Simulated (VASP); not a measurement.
# W in VASP: notebook

The runs below take W through single point, with r2SCAN.

All numbers are computed with VASP 6.6.1; they aren't measurements. Logs are shortened: lines on timing, memory, paths and dates and some standing lists are left out, and cuts for length are marked.

## 1. The cell of the first run

Symmetry: I4/mmm, No. 139, tetragonal system. Conventional cell: a = 3.137 Å, b = 3.137 Å, c = 3.196 Å, α = 90.00°, β = 90.00°, γ = 90.00°. Within 3.6 Å of W (site symmetry 4/mmm) lie 14 W at 2.73 to 3.20 Å.

## 2. Single point, r2SCAN (biaxial strain in the a-b plane: -1.0 %, then relaxed in part)

Contents of POSCAR:

```
W
1.0
    3.1367170597      0.0000000000      0.0000000000
    0.0000000000      3.1367170597      0.0000000000
    0.0000000000      0.0000000000      3.1962497246
W
2
Direct
    0.0000000000      0.0000000000      0.0000000000
    0.5000000000      0.5000000000      0.5000000000
```

Contents of INCAR.step1:

```
  ALGO = Normal
  EDIFF = 1E-4
  ENCUT = 520
  GGA = PE
  ISMEAR = 0
  LASPH = True
  LCHARG = False
  LREAL = False
  LWAVE = True
  NBANDS = 21
  NELM = 100
  PREC = Accurate
  SIGMA = 0.1
```

Contents of INCAR.step2:

```
  ALGO = Normal
  EDIFF = 1E-7
  ENCUT = 520
  ISIF = 2
  ISMEAR = 0
  ISTART = 1
  LASPH = True
  LCHARG = False
  LMIXTAU = True
  LREAL = False
  LWAVE = False
  METAGGA = R2SCAN
  NBANDS = 21
  NELM = 100
  PREC = Accurate
  SIGMA = 0.1
```

Contents of KPOINTS:

```
k-points
0
Gamma
  16 16 16
```

Potentials or basis: VASP PAW PBE potentials, release 64 (W_sv).

Command:

```bash
$ cat potpaw_PBE.64/W_sv/POTCAR > POTCAR
$ cp INCAR.step1 INCAR
$ mpirun -np 1 vasp_std > vasp.out
$ cp INCAR.step2 INCAR
$ mpirun -np 1 vasp_std > vasp.out
```

OUTCAR:

```text
EDIFF = 1E-7
   ENCUT = 520
   ISIF = 2
   ISMEAR = 0
   ISTART = 1
   LASPH = True
   LREAL = False
   METAGGA = R2SCAN
   NELM = 100
   PREC = Accurate

 ion  position               nearest neighbor table
   1  0.000  0.000  0.000-   2 2.73   2 2.73   2 2.73   2 2.73   2 2.73   2 2.73   2 2.73   2 2.73

   2  0.500  0.500  0.500-   1 2.73   1 2.73   1 2.73   1 2.73   1 2.73   1 2.73   1 2.73   1 2.73

  LATTYP: Found a simple tetragonal cell.
 ALAT       =     3.1367170597
 C/A-ratio  =     1.0189792907

  Lattice vectors:

 A1 = (   3.1367170597,   0.0000000000,   0.0000000000)
 A2 = (   0.0000000000,   3.1367170597,   0.0000000000)
 A3 = (   0.0000000000,   0.0000000000,   3.1962497246)

Analysis of symmetry for initial positions (statically):
=====================================================================
 Subroutine PRICEL returns following result:

  LATTYP: Found a body centered tetragonal cell.
 ALAT       =     3.1367170597
 C/A-ratio  =     1.0189792907

  Lattice vectors:

 A1 = (  -1.5683585299,  -1.5683585299,  -1.5981248623)
 A2 = (   1.5683585299,   1.5683585299,  -1.5981248623)
 A3 = (   1.5683585299,  -1.5683585298,   1.5981248623)

   2 primitive cells build up your supercell.

 Routine SETGRP: Setting up the symmetry group for a
 simple tetragonal supercell.

 Subroutine GETGRP returns: Found 16 space group operations
 (whereof 16 operations were pure point group operations)
 out of a pool of 16 trial point group operations.

The static configuration has the point symmetry D_4h.

Analysis of symmetry for dynamics (positions and initial velocities):
=====================================================================
 Subroutine PRICEL returns following result:

  LATTYP: Found a body centered tetragonal cell.
 ALAT       =     3.1367170597
 C/A-ratio  =     1.0189792907

  Lattice vectors:

 A1 = (  -1.5683585299,  -1.5683585299,  -1.5981248623)
 A2 = (   1.5683585299,   1.5683585299,  -1.5981248623)
 A3 = (   1.5683585299,  -1.5683585298,   1.5981248623)

   2 primitive cells build up your supercell.

 Routine SETGRP: Setting up the symmetry group for a
 simple tetragonal supercell.

 Subroutine GETGRP returns: Found 16 space group operations
 (whereof 16 operations were pure point group operations)
 out of a pool of 16 trial point group operations.

The dynamic configuration has the point symmetry D_4h.

 Subroutine INISYM returns: Found 16 space group operations
 (whereof 16 operations are pure point group operations),
 and found     2 'primitive' translations

----------------------------------------------------------------------------------------

                                     Primitive cell

  volume of cell :      15.7239

  direct lattice vectors                    reciprocal lattice vectors
    -1.568358530 -1.568358530 -1.598124862     0.000000000 -0.318804655 -0.312866668
     1.568358530  1.568358530 -1.598124862     0.318804655  0.000000000 -0.312866668
     1.568358530 -1.568358530  1.598124862     0.318804655 -0.318804655  0.000000000

  length of vectors
     2.733770296  2.733770296  2.733770296     0.446678810  0.446678810  0.450857867

  position of ions in fractional coordinates (direct lattice)
     0.000000000  0.000000000  0.000000000

  ion indices of the primitive-cell ions
   primitive index   ion index
                 1           1

----------------------------------------------------------------------------------------

 KPOINTS: k-points

Automatic generation of k-mesh.
 Grid dimensions read from file:
 generate k-points for:   16   16   16

 Generating k-lattice:

  Cartesian coordinates                     Fractional coordinates (reciprocal lattice)
     0.019925291  0.000000000  0.000000000     0.062500000  0.000000000  0.000000000
     0.000000000  0.019925291  0.000000000     0.000000000  0.062500000  0.000000000
     0.000000000  0.000000000  0.019554167     0.000000000  0.000000000  0.062500000

  Length of vectors
     0.019925291  0.019925291  0.019554167

  Shift w.r.t. Gamma in fractional coordinates (k-lattice)
     0.000000000  0.000000000  0.000000000

 Subroutine IBZKPT returns following result:
 ===========================================

 Found    405 irreducible k-points:

 Following reciprocal coordinates:
            Coordinates               Weight
  0.000000  0.000000  0.000000      1.000000
  0.062500  0.000000  0.000000      4.000000
  0.125000  0.000000  0.000000      4.000000
  0.187500  0.000000  0.000000      4.000000
  0.250000  0.000000  0.000000      4.000000
  0.312500  0.000000  0.000000      4.000000
[... 16 lines left out ...]
  0.437500  0.125000  0.000000      8.000000
  0.500000  0.125000  0.000000      4.000000
 [... further k-points ...]
   k-points           NKPTS =    405   k-points in BZ     NKDIM =    405   number of bands    NBANDS=     21
   number of dos      NEDOS =    301   number of ions     NIONS =      2
   total plane-waves  NPLWV =  13824
   dimension x,y,z NGX =    24 NGY =   24 NGZ =   24
   dimension x,y,z NGXF=    48 NGYF=   48 NGZF=   48
   ions per type =               2
   NGX,Y,Z   is equivalent  to a cutoff of  12.72, 12.72, 12.48 a.u.
   NGXF,Y,Z  is equivalent  to a cutoff of  25.44, 25.44, 24.97 a.u.
 SYSTEM =  unknown system
   PREC   = accura    normal or accurate (medium, high low for compatibility)
   ISTART =      1    job   : 0-new  1-cont  2-samecut
   ICHARG =      0    charge: 1-file 2-atom 10-const
   ISPIN  =      1    spin polarized calculation?
   LNONCOLLINEAR =      F non collinear calculations
   LSORBIT =      F    spin-orbit coupling
   LASPH  =      T    aspherical Exc in radial PAW
   ENCUT  =  520.0 eV  38.22 Ry    6.18 a.u.   5.83  5.83  5.94*2*pi/ulx,y,z
   NELM   =    100;   NELMIN=  2; NELMDL=  0     # of ELM steps
   EDIFF  = 0.1E-06   stopping-criterion for ELM
   LREAL  =      F    real-space projection
   EDIFFG = 0.1E-05   stopping-criterion for IOM
   NSW    =      0    number of steps for IOM
   IBRION =     -1    ionic relax: 0-MD 1-quasi-New 2-CG
   NFREE  =      0    steps in history (QN), initial steepest desc. (CG)
   ISIF   =      2    stress and relaxation
   ISYM   =      2    0-nonsym 1-usesym 2-fastsym
   POTIM  = 0.5000    time-step for ionic-motion
   TEBEG  =    0.0;   TEEND  =   0.0 temperature during run
   PSTRESS=    0.0 pullay stress
   NELECT =      28.0000    total number of electrons
   NUPDOWN=      -1.0000    fix difference up-down
   EMIN   =  10.00;   EMAX   =-10.00  energy-range for DOS
   EFERMI =   0.00;   METHOD = LEGACY
   ISMEAR =     0;   SIGMA  =   0.10  broadening in eV -4-tet -1-fermi 0-gaus
   EFERMI_NEDOS =   21; number of points for ismear=-14 and -15
   IALGO  =     38    algorithm
   IMIX   =      4    mixing-type and parameters
     AMIX     =   0.40;   BMIX     =  1.00
     AMIX_MAG =   1.60;   BMIX_MAG =  1.00
  volume/ion in A,a.u.               =      15.72       106.11
  Fermi-wavevector in a.u.,A,eV,Ry     =   1.574939  2.976203 33.748333  2.480433
  Thomas-Fermi vector in A             =   2.675998
   LORBIT       =      0    0 simple, 1 ext, 2 COOP (PROOUT), +10 PAW based schemes
   METAGGA = R2SCAN    functional components
   LHFCALC =     F    Hartree Fock is set to
   AEXX    =    0.0000 exact exchange contribution
   IVDW    =     0    specifies the selected vdW correction
   LEPSILON=     F    determine dielectric tensor
   LRPA    =     F    only Hartree local field effects (RPA)
 non-spin polarized calculation
 Gauss-broadening in eV      SIGMA  =   0.10
  energy-cutoff  :      520.00
  volume of cell :       31.45
 maximum number of plane-waves:       870
 NGX is ok and might be reduce to    24
   NGX = 11   NGY = 11   NGZ = 11

 number of electron      28.0000003 magnetization

 Free energy of the ion-electron system (eV)
  ---------------------------------------------------
  ext. energy  EPLUGINS =         0.00000000
  ---------------------------------------------------
  free energy    TOTEN  =      -102.68774736 eV

  energy without entropy =     -102.68215502  energy(sigma->0) =     -102.68495119

 E-fermi :  11.4390     XC(G=0): -15.0126

 val. band max:       11.4339192639   @ k =   0.1875   0.1250   0.0625
 cond. band min:      11.4411454703   @ k =   0.4375   0.0000   0.1250
 fundamental gap:      0.0072262064
 Fermi energy:        11.4390307155

 k-point     1 :       0.0000    0.0000    0.0000
  band No.  band energies     occupation
      1     -64.6987      2.00000
      2     -64.4266      2.00000
      3     -28.5638      2.00000
      4     -28.5060      2.00000
      5     -28.5060      2.00000
      6     -27.5487      2.00000
[... 13 lines left out ...]
     20      19.6604      0.00000
     21      20.2046      0.00000

 k-point     2 :       0.0625    0.0000    0.0000
  band No.  band energies     occupation
      1     -64.6957      2.00000
      2     -64.4288      2.00000
      3     -28.5538      2.00000
      4     -28.5074      2.00000
      5     -28.4964      2.00000
      6     -27.5640      2.00000
[... 13 lines left out ...]
     20      19.8679      0.00000
     21      20.3163      0.00000

 k-point     3 :       0.1250    0.0000    0.0000
  band No.  band energies     occupation
      1     -64.6868      2.00000
      2     -64.4354      2.00000
      3     -28.5241      2.00000
      4     -28.5103      2.00000
      5     -28.4681      2.00000
      6     -27.6244      2.00000
[... 13 lines left out ...]
     20      19.0273      0.00000
     21      21.6582      0.00000

 k-point     4 :       0.1875    0.0000    0.0000
  band No.  band energies     occupation
      1     -64.6726      2.00000
      2     -64.4462      2.00000
      3     -28.5112      2.00000
      4     -28.4759      2.00000
      5     -28.4222      2.00000
      6     -27.7177      2.00000
[... 13 lines left out ...]
     20      17.9808      0.00000
     21      23.2359      0.00000

 k-point     5 :       0.2500    0.0000    0.0000
  band No.  band energies     occupation
      1     -64.6536      2.00000
      2     -64.4610      2.00000
      3     -28.5050      2.00000
      4     -28.4113      2.00000
      5     -28.3605      2.00000
      6     -27.8339      2.00000
[... 13 lines left out ...]
     20      16.9573      0.00000
     21      24.9351      0.00000

 k-point     6 :       0.3125    0.0000    0.0000
  band No.  band energies     occupation
      1     -64.6310      2.00000
      2     -64.4796      2.00000
      3     -28.4862      2.00000
      4     -28.3327      2.00000
      5     -28.2857      2.00000
      6     -27.9617      2.00000
[... 13 lines left out ...]
     20      16.1235      0.00000
     21      26.7051      0.00000

 k-point     7 :       0.3750    0.0000    0.0000
  band No.  band energies     occupation
      1     -64.6057      2.00000
      2     -64.5013      2.00000
      3     -28.4496      2.00000
      4     -28.2435      2.00000
      5     -28.2008      2.00000
      6     -28.0899      2.00000
[... 13 lines left out ...]
     20      15.6008      0.00000
     21      27.9500      0.00000
[... 291 lines left out ...]
      1     -64.6446      2.00000
      2     -64.4667      2.00000
      3     -28.6141      2.00000
      4     -28.3812      2.00000
      5     -28.2340      2.00000
      6     -28.0049      2.00000
[... 13 lines left out ...]
     20      18.1792      0.00000
     21      23.7331      0.00000

 k-point    21 :       0.3125    0.1250    0.0000
  band No.  band energies     occupation
      1     -64.6235      2.00000
      2     -64.4836      2.00000
      3     -28.6120      2.00000
      4     -28.3079      2.00000
      5     -28.1513      2.00000
      6     -28.1367      2.00000
[... 13 lines left out ...]
     20      17.1259      0.00000
     21      25.0639      0.00000

 k-point    22 :       0.3750    0.1250    0.0000
  band No.  band energies     occupation
      1     -64.6000      2.00000
      2     -64.5036      2.00000
      3     -28.5894      2.00000
      4     -28.2637      2.00000
      5     -28.2248      2.00000
      6     -28.0632      2.00000
[... 13 lines left out ...]
     20      16.2897      0.00000
     21      25.9369      0.00000

 k-point    23 :       0.4375    0.1250    0.0000
  band No.  band energies     occupation
      1     -64.5751      2.00000
      2     -64.5260      2.00000
      3     -28.5431      2.00000
      4     -28.3777      2.00000
      5     -28.1353      2.00000
      6     -27.9722      2.00000
[... 13 lines left out ...]
     20      15.7630      0.00000
     21      26.0884      0.00000

 k-point    24 :       0.5000    0.1250    0.0000
  band No.  band energies     occupation
      1     -64.5502      2.00000
      2     -64.5502      2.00000
      3     -28.4721      2.00000
      4     -28.4721      2.00000
      5     -28.0430      2.00000
      6     -28.0430      2.00000
[... 13 lines left out ...]
     20      15.5217      0.00000
     21      26.0589      0.00000

 [... further k-points ...]

------------------------ aborting loop because EDIFF is reached ----------------------------------------

  FORCE on cell =-STRESS in cart. coord.  units (eV):
  Direction    XX          YY          ZZ          XY          YZ          ZX
  --------------------------------------------------------------------------------------
  -------------------------------------------------------------------------------------
  Total        1.4087547      1.4087547      0.2622363      0.0000000      0.0000000     -0.0000000
  in kB       71.7719176     71.7719176     13.3601722      0.0000000      0.0000000     -0.0000000
  external PRESSURE =      52.3013358 kB  Pullay stress =       0.0000000 kB

 VOLUME and BASIS-vectors are now :
 -----------------------------------------------------------------------------
  energy-cutoff  :      520.00
  volume of cell :       31.45
      direct lattice vectors                 reciprocal lattice vectors
     3.136717060  0.000000000  0.000000000     0.318804655  0.000000000  0.000000000
     0.000000000  3.136717060  0.000000000     0.000000000  0.318804655  0.000000000
     0.000000000  0.000000000  3.196249725     0.000000000  0.000000000  0.312866668

 POSITION                                       TOTAL-FORCE (eV/Angst)
 -----------------------------------------------------------------------------------
      0.00000      0.00000      0.00000        -0.000000      0.000000     -0.000000
      1.56836      1.56836      1.59812         0.000000     -0.000000      0.000000
 -----------------------------------------------------------------------------------
    total drift:                                0.000000      0.000000     -0.000000

  FREE ENERGIE OF THE ION-ELECTRON SYSTEM (eV)
  ---------------------------------------------------
  free  energy   TOTEN  =      -102.6877473591 eV

  energy  without entropy=     -102.6821550244  energy(sigma->0) =     -102.68495119
```

Wall time 2.8 min (1 thread of Intel Xeon 6975P-C (Granite Rapids), shared host); peak memory 0.31 GiB.

Results:

- Free energy: -102.6877 eV
- Pressure: 5.2 GPa
- Band gap on the k mesh: zero (bands 14 and 15 overlap by 1.22 eV)

Stress tensor (GPa, compression positive):
```
7.18 0.00 0.00
0.00 7.18 0.00
0.00 0.00 1.34
```

Levels at points of the mesh, in eV from the Fermi level:
```
           k point  band 10  band 11  band 12  band 13  band 14  band 15  band 16  band 17  band 18  band 19
(0.00, 0.00, 0.00)    -6.15    -6.10    -1.41    -1.41    -1.15     2.36     2.72     5.31     5.39     5.39
(0.50, 0.00, 0.00)    -5.50    -2.87    -2.87    -0.78    -0.78    -0.57    -0.57     1.35     1.35     3.99
(0.50, 0.50, 0.00)    -6.65    -4.00    -4.00     0.63     0.63     2.63     2.63     3.57     3.57     6.42
(0.00, 0.00, 0.50)    -5.64    -2.95    -2.95    -0.52    -0.52    -0.52    -0.52     1.49     1.49     3.53
(0.50, 0.00, 0.50)    -6.65    -3.73    -3.73     0.47     0.47     2.25     2.25     3.43     3.43     6.36
(0.50, 0.50, 0.50)    -3.32    -3.20    -3.20    -3.20    -3.20     3.53     3.53     3.72     3.72     7.27
```

Caveat: the cell differs from its parent crystal (biaxial strain in the a-b plane: -1.0 %, then relaxed in part); the stress differs along the axes, from 1 to 7 GPa; the PAW data sets were made with another functional, which shifts forces and pressure a little; spin-orbit coupling is left out, which moves the levels of the heavy elements.

## 3. Single point, r2SCAN (biaxial strain in the a-b plane: +1.0 %, then relaxed in part)

Contents of POSCAR:

```
W
1.0
    3.2000850811      0.0000000000      0.0000000000
    0.0000000000      3.2000850811      0.0000000000
    0.0000000000      0.0000000000      3.1439612255
W
2
Direct
    0.0000000000      0.0000000000      0.0000000000
    0.5000000000      0.5000000000      0.5000000000
```

Contents of INCAR.step1:

```
SYSTEM = W
  PREC = Accurate
  ENCUT = 520
  ISMEAR = 0
  SIGMA = 0.1
  LREAL = .FALSE.
  LASPH = .TRUE.
  NELM = 60
  NBANDS = 21
  GGA = PE
  ALGO = Normal
  EDIFF = 1E-4
  LWAVE = .TRUE.
  LCHARG = .FALSE.
```

Contents of INCAR.step2:

```
SYSTEM = W
  PREC = Accurate
  ENCUT = 520
  EDIFF = 1E-7
  ISMEAR = 0
  SIGMA = 0.1
  LREAL = .FALSE.
  LASPH = .TRUE.
  NELM = 60
  ALGO = Normal
  ISIF = 2
  LWAVE = .FALSE.
  LCHARG = .FALSE.
  METAGGA = R2SCAN
  LMIXTAU = .TRUE.
  NBANDS = 21
  ISTART = 1
```

Contents of KPOINTS:

```
regular mesh
0
G
  16 16 16
  0 0 0
```

Potentials or basis: VASP PAW PBE potentials, release 64 (W_sv).

Command:

```bash
$ cat potpaw_PBE.64/W_sv/POTCAR > POTCAR
$ cp INCAR.step1 INCAR
$ mpirun -np 1 vasp_std > vasp.out
$ cp INCAR.step2 INCAR
$ mpirun -np 1 vasp_std > vasp.out
```

Run time: 2.8 min. Hardware: 1 thread of Intel Xeon 6975P-C (Granite Rapids), shared host; peak memory 0.31 GiB.

Results (log left out):

* Free energy: -102.6951 eV
* Pressure: -2.4 GPa
* Band gap on the k mesh: zero (bands 14 and 15 overlap by 1.20 eV)

Stress tensor (GPa, compression positive):
```
-4.20  0.00  0.00
 0.00 -4.20  0.00
 0.00  0.00  1.18
```

Levels at points of the mesh, in eV from the Fermi level:
| k point | band 10 | band 11 | band 12 | band 13 | band 14 | band 15 | band 16 | band 17 | band 18 | band 19 |
| --- | --- | --- | --- | --- | --- | --- | --- | --- | --- | --- |
| (0.00, 0.00, 0.00) | -5.94 | -5.89 | -1.44 | -1.19 | -1.19 | 2.33 | 2.67 | 5.18 | 5.18 | 5.25 |
| (0.50, 0.00, 0.00) | -5.53 | -2.79 | -2.79 | -0.65 | -0.65 | -0.46 | -0.46 | 1.41 | 1.41 | 3.58 |
| (0.50, 0.50, 0.00) | -6.49 | -3.52 | -3.52 | 0.35 | 0.35 | 2.11 | 2.11 | 3.26 | 3.26 | 6.14 |
| (0.00, 0.00, 0.50) | -5.40 | -2.71 | -2.71 | -0.70 | -0.70 | -0.70 | -0.70 | 1.28 | 1.28 | 4.00 |
| (0.50, 0.00, 0.50) | -6.48 | -3.78 | -3.78 | 0.50 | 0.50 | 2.41 | 2.41 | 3.44 | 3.44 | 6.19 |
| (0.50, 0.50, 0.50) | -3.21 | -3.21 | -3.21 | -3.10 | -3.10 | 3.45 | 3.45 | 3.60 | 3.60 | 7.04 |

Caveat: the cell differs from its parent crystal (biaxial strain in the a-b plane: +1.0 %, then relaxed in part); the stress differs along the axes, from -4 to 1 GPa; the PAW data sets were made with another functional, which shifts forces and pressure a little; spin-orbit coupling is left out, which moves the levels of the heavy elements.

(Continued in part 2 of 2.)

The gap in the log of VASP goes by the Fermi energy; the results here count the filled bands.